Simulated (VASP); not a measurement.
Write the native input for VASP 6.6.1 that does the following.

- Task: relaxation of the atoms
- Functional: LDA
- Potentials or basis: VASP PAW LDA potentials, release 64 (Mg, Fe, H)
- Cutoff: 520 eV
- k mesh: 8 × 8 × 8
- Occupations: gaussian, width 0.02 eV
- Spin: no spin polarisation
- Dipole correction: no
- Further INCAR settings: ALGO = Normal; EDIFF = 1e-06; IBRION = 2; EDIFFG = -0.01; NSW = 50

The structure of Mg2FeH6 lies in POSCAR:

```
Mg2FeH6
1.0
    0.0000000000      3.2010212957      3.2010212957
    3.2010212957      0.0000000000      3.2010212957
    3.2010212957      3.2010212957      0.0000000000
Mg Fe H
2 1 6
Direct
    0.2500000000      0.2500000000      0.2500000000
    0.7500000000      0.7500000000      0.7500000000
    0.0000000000      0.0000000000      0.0000000000
    0.7566241640      0.2433758360      0.2433758360
    0.2433758360      0.7566241640      0.2433758360
    0.2433758360      0.7566241640      0.7566241640
    0.7566241640      0.2433758360      0.7566241640
    0.2433758360      0.2433758360      0.7566241640
    0.7566241640      0.7566241640      0.2433758360
```

This cell differs from its parent crystal: volume scaled by 1.06.

These files were run (other wordings do the same):

INCAR

```
  PREC = Accurate
  ENCUT = 520
  EDIFF = 1E-6
  ISMEAR = 0
  SIGMA = 0.02
  LREAL = F
  LASPH = T
  NELM = 100
  ALGO = Normal
  ISIF = 2
  LWAVE = F
  LCHARG = F
  GGA = CA
  IBRION = 2
  NSW = 50
  EDIFFG = -0.01
```

KPOINTS

```
regular mesh
0
Gamma
  8 8 8
```

Potentials or basis: VASP PAW LDA potentials, release 64 (Mg, Fe, H).

Command:

```console
$ cat potpaw_LDA.64/Mg/POTCAR potpaw_LDA.64/Fe/POTCAR potpaw_LDA.64/H/POTCAR > POTCAR
$ mpirun -np 1 vasp_std > vasp.out
```

It gave:

```
Energy gained by relaxing : 0.3 meV/atom
Ionic steps               : 3
Pressure after relaxing   : -5.4 GPa
Band gap on the k mesh    : 1.72 eV, direct
```

Run time: 48 s on 1 thread of Intel(R) Xeon(R) Platinum 8259CL CPU @ 2.50GHz (Skylake/Cascade Lake) (shared host), peak memory 0.19 GiB.
